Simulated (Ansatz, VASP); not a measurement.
## One calculation of CoO, two programs

The input INCAR:

```
SYSTEM = CoO
PREC     = Accurate       ! precision mode
ENCUT    = 600            ! plane-wave cutoff, eV
EDIFF    = 1E-6           ! SCF threshold, eV
ISMEAR   = -1             ! smearing method
SIGMA    = 0.05           ! smearing width, eV
LREAL    = .False.        ! projectors in reciprocal space
LASPH    = .True.         ! aspherical terms in the spheres
NELM     = 150            ! most SCF steps
ALGO     = Normal         ! electronic algorithm
ISIF     = 3              ! what is computed and relaxed
LWAVE    = .False.        ! write WAVECAR
LCHARG   = .False.        ! write CHGCAR
ISPIN    = 2              ! spin polarisation
MAGMOM   = 2 0            ! initial moments
LORBIT   = 11             ! projections on sites
LMAXMIX  = 4              ! l up to which the mixer works
IBRION   = 2              ! ionic algorithm
NSW      = 60             ! ionic steps
EDIFFG   = -0.01          ! ionic threshold
```

Contents of KPOINTS:

```
regular mesh
0
Gamma
  10 10 10
  0 0 0
```

File POSCAR:

```
CoO
1.0
    0.0000000000      2.3436418400      2.3436418400
    2.3436418400      0.0000000000      2.3436418400
    2.3436418400      2.3436418400      0.0000000000
Co O
1 1
Direct
    0.0000000000      0.0000000000      0.0000000000
    0.2500000000      0.2500000000      0.2500000000
```

The input input.yaml:

```yaml
crystal:
  lattice:
    - [0.0, 2.34364184, 2.34364184]
    - [2.34364184, 0.0, 2.34364184]
    - [2.34364184, 2.34364184, 0.0]
  atoms:
    - { symbol: Co, position: [0.0, 0.0, 0.0], spin: 2.0 }
    - { symbol: O, position: [0.25, 0.25, 0.25] }
hamiltonian:
  xc: lda
  pseudopotentials: { kind: paw }
magnetization:
  spin_polarized: true
kpoints:
  mp_grid: { grid: [10, 10, 10] }
scf:
  occupations: { method: fermi_dirac, width: 0.05 }
output:
  forces: true
  stress: true
  eigenvalues: true
  write_density: true
  write_potential: true
  elf: true
  volumetric_format: npy
relax:
  f_tol: 0.01
  max_steps: 40
  cell: { stress_tol: 0.05 }
```

Alike in both runs: task relaxation of cell and atoms; functional LDA; k mesh 10 × 10 × 10; occupations fermi-dirac, width 0.05 eV; collinear spin.

```csv
,VASP,Ansatz
version,VASP 6.6.1,Ansatz 0.2.0
potentials or method,"VASP PAW LDA potentials, release 64 (Co, O)",Ansatz PAW
plane-wave cutoff (eV),600,420
valence electrons in the cell,15,23
```

Ansatz gave:

| Property | Result |
| --- | --- |
| gap on the k mesh at the Fermi level, each at its own relaxed structure (eV) | none |
| net moment per atom (μB) | 0.81 |
| size of the moment on the site where the two differ most (μB) | 1.32 |
| relaxed volume (Å³/atom) | 9.83 |
| relaxed length of the cell vector where the two differ most in proportion (Å) | 3.029 |

Question: Which values does VASP return?

Answer: gap on the k mesh at the Fermi level, each at its own relaxed structure (eV): none; net moment per atom (μB): 0.79; size of the moment on the site where the two differ most (μB): 1.38; relaxed volume (Å³/atom): 9.83; relaxed length of the cell vector where the two differ most in proportion (Å): 3.030.

LDA's correlation is that of Perdew and Zunger in VASP and of Perdew and Wang (1992) in Ansatz. Site moments also hang on the region over which each program counts them. A gap of «none» marks a metal or a gap that the smearing closes. VASP's potentials hold 15 valence electrons a cell and Ansatz's 23, so a difference there can come from the potentials and not from the codes.

Noted on VASP's run: the volume moved by over 15 % at a fixed basis, so the end points are rough. Noted on Ansatz's run: Pulay correction over one GPa; the volume moved by over 15 % at a fixed basis, so the end points are rough; the plane-wave basis is chosen anew once the cell has moved, so the energies of steps on either side of that aren't comparable.
